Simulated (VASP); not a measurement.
A run of VASP 6.6.1:

INCAR

```
PREC = Accurate
ENCUT = 520
EDIFF = 1E-7
ISMEAR = -1
SIGMA = 0.08
LREAL = F
LASPH = T
NELM = 100
ALGO = Normal
ISIF = 2
LWAVE = F
LCHARG = F
GGA = PE
NBANDS = 9
```

KPOINTS

```
regular mesh
0
Gamma
  14 14 14
```

Contents of POSCAR:

```
LiH
1.0
    0.0000000000      1.9629412656      1.9629412656
    1.9629412656      0.0000000000      1.9629412656
    1.9629412656      1.9629412656      0.0000000000
Li H
1 1
Direct
    0.0000000000      0.0000000000      0.0000000000
    0.5000000000      0.5000000000      0.5000000000
```

Potentials or basis: VASP PAW PBE potentials, release 64 (Li_sv, H).

Run with:

```console
$ cat potpaw_PBE.64/Li_sv/POTCAR potpaw_PBE.64/H/POTCAR > POTCAR
$ mpirun -np 1 vasp_std > vasp.out
```

Hardware: 1 thread of Intel(R) Xeon(R) 6975P-C (Granite Rapids) (shared host).

**Question.** Estimate the wall time of this run.

**Answer.** Run time: 5.1 s on 1 thread of Intel(R) Xeon(R) 6975P-C (Granite Rapids), with other jobs on the host, peak memory 0.13 GiB. Counts: scf iterations 13, k points 104.
